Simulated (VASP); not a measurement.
# CsCl (Pm-3m) in VASP: single point with PBEsol

Aim: the single point of CsCl with PBEsol.

All numbers are computed with VASP 6.6.1; they aren't measurements. Logs are shortened: lines on timing, memory, paths and dates and some standing lists are left out, and cuts for length are marked.

### Step 1. The cell of the first run

It takes space group Pm-3m (No. 221, cubic). Conventional cell: a = 4.065 Å, b = 4.065 Å, c = 4.065 Å, α = 90.00°, β = 90.00°, γ = 90.00°. Cs (site symmetry m-3m) has 8 Cl at 3.52 Å and 6 Cs at 4.07 Å within 4.6 Å. Within 4.6 Å of Cl (site symmetry m-3m) lie 8 Cs at 3.52 Å and 6 Cl at 4.07 Å.

### Step 2. Single point, PBEsol

The input, INCAR:

```
SYSTEM = CsCl
PREC = Accurate
ENCUT = 500
EDIFF = 1E-6
ISMEAR = -1
SIGMA = 0.1
LREAL = .False.
LASPH = .True.
NELM = 120
ALGO = Normal
ISIF = 2
LWAVE = .False.
LCHARG = .False.
GGA = PS
NBANDS = 15
GGA_COMPAT = .False.
```

The input, KPOINTS:

```
Automatic mesh
0
Gamma
  12 12 12
  0 0 0
```

The input, POSCAR:

```
CsCl
1.0
    4.0653445471      0.0000000000      0.0000000000
    0.0000000000      4.0653445471      0.0000000000
    0.0000000000      0.0000000000      4.0653445471
Cs Cl
1 1
Direct
    0.0000000000      0.0000000000      0.0000000000
    0.5000000000      0.5000000000      0.5000000000
```

Potentials or basis: VASP PAW PBE potentials, release 64 (Cs_sv, Cl).

Run with:

```bash
$ cat potpaw_PBE.64/Cs_sv/POTCAR potpaw_PBE.64/Cl/POTCAR > POTCAR
$ mpirun -np 1 vasp_std > vasp.out
```

OUTCAR:

```text
SYSTEM = CsCl
   PREC = Accurate
   ENCUT = 500
   EDIFF = 1E-6
   ISMEAR = -1
   LREAL = .False.
   LASPH = .True.
   NELM = 120
   ISIF = 2
   GGA = PS

 ion  position               nearest neighbor table
   1  0.000  0.000  0.000-
   2  0.500  0.500  0.500-

  LATTYP: Found a simple cubic cell.
 ALAT       =     4.0653445471

  Lattice vectors:

 A1 = (   4.0653445471,   0.0000000000,   0.0000000000)
 A2 = (   0.0000000000,   4.0653445471,   0.0000000000)
 A3 = (   0.0000000000,   0.0000000000,   4.0653445471)

Analysis of symmetry for initial positions (statically):
=====================================================================
 Subroutine PRICEL returns:
 Original cell was already a primitive cell.

 Routine SETGRP: Setting up the symmetry group for a
 simple cubic supercell.

 Subroutine GETGRP returns: Found 48 space group operations
 (whereof 48 operations were pure point group operations)
 out of a pool of 48 trial point group operations.

The static configuration has the point symmetry O_h .

Analysis of symmetry for dynamics (positions and initial velocities):
=====================================================================
 Subroutine PRICEL returns:
 Original cell was already a primitive cell.

 Routine SETGRP: Setting up the symmetry group for a
 simple cubic supercell.

 Subroutine GETGRP returns: Found 48 space group operations
 (whereof 48 operations were pure point group operations)
 out of a pool of 48 trial point group operations.

The dynamic configuration has the point symmetry O_h .

 Subroutine INISYM returns: Found 48 space group operations
 (whereof 48 operations are pure point group operations),
 and found     1 'primitive' translations

----------------------------------------------------------------------------------------

                                     Primitive cell

  volume of cell :      67.1881

  direct lattice vectors                    reciprocal lattice vectors
     4.065344547  0.000000000  0.000000000     0.245981611  0.000000000  0.000000000
     0.000000000  4.065344547  0.000000000     0.000000000  0.245981611  0.000000000
     0.000000000  0.000000000  4.065344547     0.000000000  0.000000000  0.245981611

  length of vectors
     4.065344547  4.065344547  4.065344547     0.245981611  0.245981611  0.245981611

  position of ions in fractional coordinates (direct lattice)
     0.000000000  0.000000000  0.000000000
     0.500000000  0.500000000  0.500000000

  ion indices of the primitive-cell ions
   primitive index   ion index
                 1           1
                 2           2

----------------------------------------------------------------------------------------

 KPOINTS: Automatic mesh

Automatic generation of k-mesh.
 Grid dimensions read from file:
 generate k-points for:   12   12   12

 Generating k-lattice:

  Cartesian coordinates                     Fractional coordinates (reciprocal lattice)
     0.020498468  0.000000000  0.000000000     0.083333333  0.000000000  0.000000000
     0.000000000  0.020498468  0.000000000     0.000000000  0.083333333  0.000000000
     0.000000000  0.000000000  0.020498468     0.000000000  0.000000000  0.083333333

  Length of vectors
     0.020498468  0.020498468  0.020498468

  Shift w.r.t. Gamma in fractional coordinates (k-lattice)
     0.000000000  0.000000000  0.000000000

 Subroutine IBZKPT returns following result:
 ===========================================

 Found     84 irreducible k-points:

 Following reciprocal coordinates:
            Coordinates               Weight
  0.000000  0.000000  0.000000      1.000000
  0.083333  0.000000  0.000000      6.000000
  0.166667  0.000000  0.000000      6.000000
  0.250000  0.000000  0.000000      6.000000
  0.333333  0.000000  0.000000      6.000000
  0.416667  0.000000  0.000000      6.000000
[... 16 lines left out ...]
  0.333333  0.333333  0.000000     12.000000
  0.416667  0.333333  0.000000     24.000000
 [... further k-points ...]
   k-points           NKPTS =     84   k-points in BZ     NKDIM =     84   number of bands    NBANDS=     15
   number of dos      NEDOS =    301   number of ions     NIONS =      2
   total plane-waves  NPLWV =  27000
   dimension x,y,z NGX =    30 NGY =   30 NGZ =   30
   dimension x,y,z NGXF=    60 NGYF=   60 NGZF=   60
   ions per type =               1   1
   NGX,Y,Z   is equivalent  to a cutoff of  12.27, 12.27, 12.27 a.u.
   NGXF,Y,Z  is equivalent  to a cutoff of  24.54, 24.54, 24.54 a.u.
 SYSTEM =  CsCl
   PREC   = accura    normal or accurate (medium, high low for compatibility)
   ISTART =      0    job   : 0-new  1-cont  2-samecut
   ICHARG =      2    charge: 1-file 2-atom 10-const
   ISPIN  =      1    spin polarized calculation?
   LNONCOLLINEAR =      F non collinear calculations
   LSORBIT =      F    spin-orbit coupling
   LASPH  =      T    aspherical Exc in radial PAW
   ENCUT  =  500.0 eV  36.75 Ry    6.06 a.u.   7.41  7.41  7.41*2*pi/ulx,y,z
   NELM   =    120;   NELMIN=  2; NELMDL= -5     # of ELM steps
   EDIFF  = 0.1E-05   stopping-criterion for ELM
   LREAL  =      F    real-space projection
   EDIFFG = 0.1E-04   stopping-criterion for IOM
   NSW    =      0    number of steps for IOM
   IBRION =     -1    ionic relax: 0-MD 1-quasi-New 2-CG
   NFREE  =      0    steps in history (QN), initial steepest desc. (CG)
   ISIF   =      2    stress and relaxation
   ISYM   =      2    0-nonsym 1-usesym 2-fastsym
   POTIM  = 0.5000    time-step for ionic-motion
   TEBEG  =    0.0;   TEEND  =   0.0 temperature during run
   PSTRESS=    0.0 pullay stress
   NELECT =      16.0000    total number of electrons
   NUPDOWN=      -1.0000    fix difference up-down
   EMIN   =  10.00;   EMAX   =-10.00  energy-range for DOS
   EFERMI =   0.00;   METHOD = LEGACY
   ISMEAR =    -1;   SIGMA  =   0.10  broadening in eV -4-tet -1-fermi 0-gaus
   EFERMI_NEDOS =   21; number of points for ismear=-14 and -15
   IALGO  =     38    algorithm
   IMIX   =      4    mixing-type and parameters
     AMIX     =   0.40;   BMIX     =  1.00
     AMIX_MAG =   1.60;   BMIX_MAG =  1.00
  volume/ion in A,a.u.               =      33.59       226.70
  Fermi-wavevector in a.u.,A,eV,Ry     =   1.014731  1.917563 14.009625  1.029678
  Thomas-Fermi vector in A             =   2.147975
   LORBIT       =      0    0 simple, 1 ext, 2 COOP (PROOUT), +10 PAW based schemes
   GGA     = PS    functional components
   LHFCALC =     F    Hartree Fock is set to
   AEXX    =    0.0000 exact exchange contribution
   IVDW    =     0    specifies the selected vdW correction
   LEPSILON=     F    determine dielectric tensor
   LRPA    =     F    only Hartree local field effects (RPA)
 non-spin polarized calculation
  energy-cutoff  :      500.00
  volume of cell :       67.19
 maximum number of plane-waves:      1743
 NGX is ok and might be reduce to    30
   NGX = 15   NGY = 15   NGZ = 15

 number of electron      16.0000008 magnetization

 Free energy of the ion-electron system (eV)
  ---------------------------------------------------
  ext. energy  EPLUGINS =         0.00000000
  ---------------------------------------------------
  free energy    TOTEN  =        -6.84492804 eV

  energy without entropy =       -6.84492804  energy(sigma->0) =       -6.84492804

 E-fermi :   2.1300     XC(G=0):  -8.6740

 val. band max:       -0.1815523598   @ k =   0.0000   0.0000   0.0000
 cond. band min:       5.0293184427   @ k =   0.0000   0.0000   0.0000
 fundamental gap:      5.2108708025
 Fermi energy:         2.1300402130

 k-point     1 :       0.0000    0.0000    0.0000
  band No.  band energies     occupation
      1     -19.5058      2.00000
      2     -12.3984      2.00000
      3      -5.9447      2.00000
      4      -5.9447      2.00000
      5      -5.9447      2.00000
      6      -0.1816      2.00000
      7      -0.1816      2.00000
      8      -0.1816      2.00000
      9       5.0293      0.00000
     10       5.0293      0.00000
     11       5.0562      0.00000
     12       9.9632      0.00000
     13       9.9632      0.00000
     14       9.9632      0.00000
     15      13.1056      0.00000

 k-point     2 :       0.0833    0.0000    0.0000
  band No.  band energies     occupation
      1     -19.4992      2.00000
      2     -12.4022      2.00000
      3      -5.9903      2.00000
      4      -5.9337      2.00000
      5      -5.9337      2.00000
      6      -0.2936      2.00000
      7      -0.1999      2.00000
      8      -0.1999      2.00000
      9       5.0792      0.00000
     10       5.2020      0.00000
     11       5.2499      0.00000
     12       9.8930      0.00000
     13       9.8930      0.00000
     14      10.0069      0.00000
     15      12.5424      0.00000

 k-point     3 :       0.1667    0.0000    0.0000
  band No.  band energies     occupation
      1     -19.4812      2.00000
      2     -12.4129      2.00000
      3      -6.1093      2.00000
      4      -5.9033      2.00000
      5      -5.9033      2.00000
      6      -0.5739      2.00000
      7      -0.2507      2.00000
      8      -0.2507      2.00000
      9       5.2256      0.00000
     10       5.6465      0.00000
     11       5.8124      0.00000
     12       9.7339      0.00000
     13       9.7339      0.00000
     14      10.1340      0.00000
     15      11.5507      0.00000
[... 343 lines left out ...]
 k-point    23 :       0.3333    0.3333    0.0000
  band No.  band energies     occupation
      1     -19.3657      2.00000
      2     -12.3723      2.00000
      3      -6.6336      2.00000
      4      -6.4601      2.00000
      5      -5.7264      2.00000
      6      -0.9183      2.00000
      7      -0.5427      2.00000
      8      -0.3379      2.00000
      9       6.0014      0.00000
     10       6.4951      0.00000
     11       8.1492      0.00000
     12       8.8239      0.00000
     13       8.8870      0.00000
     14       9.8739      0.00000
     15      11.3225      0.00000

 k-point    24 :       0.4167    0.3333    0.0000
  band No.  band energies     occupation
      1     -19.3494      2.00000
      2     -12.3543      2.00000
      3      -6.7177      2.00000
      4      -6.5693      2.00000
      5      -5.7036      2.00000
      6      -0.8495      2.00000
      7      -0.5828      2.00000
      8      -0.3247      2.00000
      9       5.9352      0.00000
     10       6.2780      0.00000
     11       8.0462      0.00000
     12       8.4072      0.00000
     13       9.4286      0.00000
     14      10.6255      0.00000
     15      11.6194      0.00000

 [... further k-points ...]

------------------------ aborting loop because EDIFF is reached ----------------------------------------

  FORCE on cell =-STRESS in cart. coord.  units (eV):
  Direction    XX          YY          ZZ          XY          YZ          ZX
  --------------------------------------------------------------------------------------
  -------------------------------------------------------------------------------------
  Total        0.0348011      0.0348011      0.0348011      0.0000000      0.0000000     -0.0000000
  in kB        0.8298731      0.8298731      0.8298731      0.0000000      0.0000000     -0.0000000
  external PRESSURE =       0.8298731 kB  Pullay stress =       0.0000000 kB

 VOLUME and BASIS-vectors are now :
 -----------------------------------------------------------------------------
  energy-cutoff  :      500.00
  volume of cell :       67.19
      direct lattice vectors                 reciprocal lattice vectors
     4.065344547  0.000000000  0.000000000     0.245981611  0.000000000  0.000000000
     0.000000000  4.065344547  0.000000000     0.000000000  0.245981611  0.000000000
     0.000000000  0.000000000  4.065344547     0.000000000  0.000000000  0.245981611

 POSITION                                       TOTAL-FORCE (eV/Angst)
 -----------------------------------------------------------------------------------
      0.00000      0.00000      0.00000         0.000000      0.000000      0.000000
      2.03267      2.03267      2.03267         0.000000      0.000000      0.000000
 -----------------------------------------------------------------------------------
    total drift:                                0.000000      0.000000      0.000000

  FREE ENERGIE OF THE ION-ELECTRON SYSTEM (eV)
  ---------------------------------------------------
  free  energy   TOTEN  =        -6.8449280351 eV

  energy  without entropy=       -6.8449280350  energy(sigma->0) =       -6.84492804
```

Run time: 50 s. Hardware: 1 thread of Oxide Virtual Turin-like, shared host; peak memory 0.18 GiB.

Results:

| Item | Value |
| --- | --- |
| Free energy | -6.8449 eV |
| Pressure | 0.1 GPa |
| Band gap on the k mesh | 5.21 eV |

Levels at points of the mesh, in eV from the valence-band top:
| k point | band 4 | band 5 | band 6 | band 7 | band 8 | band 9 | band 10 | band 11 | band 12 | band 13 |
| --- | --- | --- | --- | --- | --- | --- | --- | --- | --- | --- |
| (0.00, 0.00, 0.00) | -5.76 | -5.76 | 0.00 | 0.00 | 0.00 | 5.21 | 5.21 | 5.24 | 10.14 | 10.14 |
| (0.50, 0.00, 0.00) | -5.59 | -5.59 | -1.31 | -0.29 | -0.29 | 6.32 | 7.69 | 8.97 | 9.08 | 9.62 |
| (0.50, 0.50, 0.00) | -6.65 | -5.49 | -0.44 | -0.44 | -0.08 | 5.84 | 5.91 | 7.94 | 7.94 | 12.13 |
| (0.50, 0.50, 0.50) | -6.36 | -6.36 | -1.25 | -1.25 | -1.25 | 8.60 | 8.60 | 8.60 | 10.61 | 10.61 |

Caveat: the PAW data sets were made with another functional, which shifts forces and pressure a little; spin-orbit coupling is left out, which moves the levels of the heavy elements. A k mesh can miss the band edges.
